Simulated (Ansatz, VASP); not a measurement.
## One calculation of Sc, two programs

INCAR

```
SYSTEM = Sc
PREC     = Accurate       ! precision mode
ENCUT    = 600            ! plane-wave cutoff, eV
EDIFF    = 1E-7           ! SCF threshold, eV
ISMEAR   = -1             ! smearing method
SIGMA    = 0.1            ! smearing width, eV
LREAL    = .False.        ! projectors in reciprocal space
LASPH    = .True.         ! aspherical terms in the spheres
NELM     = 80             ! most SCF steps
ALGO     = Normal         ! electronic algorithm
ISIF     = 3              ! what is computed and relaxed
LWAVE    = .False.        ! write WAVECAR
LCHARG   = .False.        ! write CHGCAR
GGA      = PE             ! functional
IBRION   = 2              ! ionic algorithm
NSW      = 80             ! ionic steps
EDIFFG   = -0.01          ! ionic threshold
```

KPOINTS

```
regular mesh
0
Gamma
  9 9 9
  0 0 0
```

The input POSCAR:

```
Sc
1.0
    0.0000000000      3.2317434665      3.2317434665
    3.2317434665      0.0000000000      3.2317434665
    3.2317434665      3.2317434665      0.0000000000
Sc
2
Direct
    0.1250000000      0.1250000000      0.1250000000
    0.8750000000      0.8750000000      0.8750000000
```

Input for Ansatz:

```yaml
crystal:
  lattice:
    - [0.0, 3.2317434665, 3.2317434665]
    - [3.2317434665, 0.0, 3.2317434665]
    - [3.2317434665, 3.2317434665, 0.0]
  atoms:
    - { symbol: Sc, position: [0.125, 0.125, 0.125] }
    - { symbol: Sc, position: [0.875, 0.875, 0.875] }
hamiltonian:
  xc: pbe
  pseudopotentials:
    kind: paw
    azcp:
      Sc: "pseudopotentials/Sc.paw.azcp"
basis:
  ecutwfc: 420
  fft_grid_basis: typed
kpoints:
  mp_grid: { grid: [9, 9, 9], shift: [0, 0, 0] }
magnetization:
  spin_polarized: false
scf:
  occupations: { method: fermi_dirac, width: 0.1 }
relax:
  max_steps: 60
  f_tol: 0.01
  cell: {}
```

Alike in both runs: task relaxation of cell and atoms; functional PBE; k mesh 9 × 9 × 9; occupations fermi-dirac, width 0.1 eV; no spin polarisation.

|  | VASP | Ansatz |
| --- | --- | --- |
| version | VASP 6.6.1 | Ansatz 0.2.0 |
| potentials or method | VASP PAW PBE potentials, release 64 (Sc_sv), cutoff 600 eV | plane waves (420 eV) with PAW, scalar-relativistic |
| valence electrons in the cell | 22 | 22 |

```tsv
	VASP	Ansatz	Ansatz less VASP
relaxed volume (Å³/atom)	35.71	35.49	-0.225
relaxed cell length with the largest relative difference (Å)	4.657	4.647	-0.0098
```
